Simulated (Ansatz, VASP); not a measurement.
## Two plane-wave programs on Al

```
Al
1.0
     2.81684    0.00000    0.00000
     0.00000    2.81684    0.00000
     0.00000    0.00000   26.95086
Al
7
Direct
  0.50000 0.50000 0.27705
  0.00000 0.00000 0.35257
  0.50000 0.50000 0.42600
  0.00000 0.00000 0.50000
  0.50000 0.50000 0.57400
  0.00000 0.00000 0.64743
  0.50000 0.50000 0.72295
```

Alike in both runs: functional LDA; k mesh 12 × 12 × 1; occupations gaussian, width 0.1 eV; no spin polarisation.

Ansatz relaxed the structure, and its values are those at the end. VASP's run is a single point on that final structure, the one shown.

```csv
,VASP,Ansatz
version,VASP 6.6.1,Ansatz 0.2.0
potentials or method,"VASP PAW LDA potentials, release 64 (Al), cutoff 520 eV","scalar-relativistic, plane waves, PAW"
valence electrons in the cell,21,21
```

```tsv
	VASP	Ansatz	Ansatz less VASP
gap on the k mesh at the Fermi level (eV)	none	none	-
rms of the force components (eV/Å)	0.006	0.005	-0.0004
work function, face that differs most (eV)	4.39	4.38	-0.010
```

LDA's correlation is that of Perdew and Zunger in VASP and of Perdew and Wang (1992) in Ansatz. A gap of «none» marks a metal or a gap that the smearing closes. Ansatz's warnings: xc potential rough in thin density.
